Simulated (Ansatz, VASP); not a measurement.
## LiAgN in VASP and in Ansatz

```
Li Ag N
1.0
     3.66454    0.00000    0.00000
     0.00000    3.66454    0.00000
     0.00000    0.00000    5.30220
Li Ag N
2 2 2
Direct
  0.50000 0.00000 0.15095
  0.00000 0.50000 0.84905
  0.50000 0.00000 0.66376
  0.00000 0.50000 0.33624
  0.00000 0.00000 0.00000
  0.50000 0.50000 0.00000
```

Alike in both runs: functional PBE; k mesh 6 × 6 × 4; occupations gaussian, width 0.1 eV; no spin polarisation.

Ansatz relaxed the structure, and its values are those at the end. VASP's run is a single point on that final structure, the one shown.

|  | VASP | Ansatz |
| --- | --- | --- |
| version | VASP 6.6.1 | Ansatz 0.2.0 |
| potentials or method | VASP PAW PBE potentials, release 64 (Li_sv, Ag, N), cutoff 520 eV | scalar-relativistic, plane waves, PAW |
| valence electrons in the cell | 38 | 54 |

```tsv
	VASP	Ansatz	Ansatz less VASP
gap on the k mesh at the Fermi level (eV)	none	none	-
rms of the force components (eV/Å)	0.006	0.004	-0.0020
```

A gap of «none» marks a metal or a gap that the smearing closes. VASP's potentials hold 38 valence electrons a cell and Ansatz's 54, so a difference there can come from the potentials and not from the codes.

Noted on VASP's run: the cutoff is under 1.25 times that of the potentials, so the pressure is a little rough.
